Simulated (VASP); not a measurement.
The system is W.

```xyz
1
Lattice="-1.5924 1.5924 1.5924 1.5924 -1.5924 1.5924 1.5924 1.5924 -1.5924" Properties=species:S:1:pos:R:3 pbc="T T T"
W     0.0000    0.0000    0.0000
```

Base run:

```yaml
Program: VASP 6.6.1
Functional: r2SCAN
Potentials_or_basis: VASP PAW PBE potentials, release 64 (W_sv)
Cutoff: 520 eV
k_mesh: 18 × 18 × 18
Occupations: gaussian, width 0.05 eV
Spin: no spin polarisation
```

Its results: band gap on the k mesh zero (bands 7 and 8 overlap by 6.45 eV); pressure -3.6 GPa.

**Question.** The run is repeated on the same cell with these changes: functional from r2SCAN to PBE; k mesh from 18 × 18 × 18 to 8 × 8 × 8. What comes out?

**Answer.** Band gap on the k mesh zero (bands 7 and 8 overlap by 6.23 eV); pressure 0.5 GPa.

Several settings changed at once.

Caveats: spin-orbit coupling is left out, which moves the levels of the heavy elements; the cell stands under tension (at least some runs); the PAW data sets were made with another functional, which shifts forces and pressure a little (at least some runs).
